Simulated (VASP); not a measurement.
Here is a VASP 6.6.1 calculation.

Contents of INCAR:

```
PREC = Accurate
ENCUT = 520
EDIFF = 1E-6
ISMEAR = 0
SIGMA = 0.1
LREAL = False
LASPH = True
NELM = 150
ALGO = Normal
ISIF = 2
LWAVE = False
LCHARG = False
ISPIN = 2
MAGMOM = -0.16
LORBIT = 11
LMAXMIX = 4
GGA = PS
NBANDS = 14
```

File KPOINTS:

```
regular mesh
0
Gamma
  20 20 20
```

File POSCAR:

```
Fe
1.0
    0.0000000000      1.7030779571      1.7030779571
    1.7030779571      0.0000000000      1.7030779571
    1.7030779571      1.7030779571      0.0000000000
Fe
1
Direct
    0.0000000000      0.0000000000      0.0000000000
```

Potentials or basis: VASP PAW PBE potentials, release 64 (Fe).

Run with:

```sh
$ cat potpaw_PBE.64/Fe/POTCAR > POTCAR
$ mpirun -np 1 vasp_std > vasp.out
```

**Question.** Estimate the pressure.

**Answer.** -0.7 GPa.

**Question.** Estimate the net moment.

**Answer.** -0.03 μB per cell.

**Question.** Estimate the site moments.

**Answer.** Fe -0.03 μB.

**Question.** Predict the band gap on the k mesh.

**Answer.** Zero (filled and empty bands overlap).

Caveat: the PAW data sets were made with another functional, which shifts forces and pressure a little.
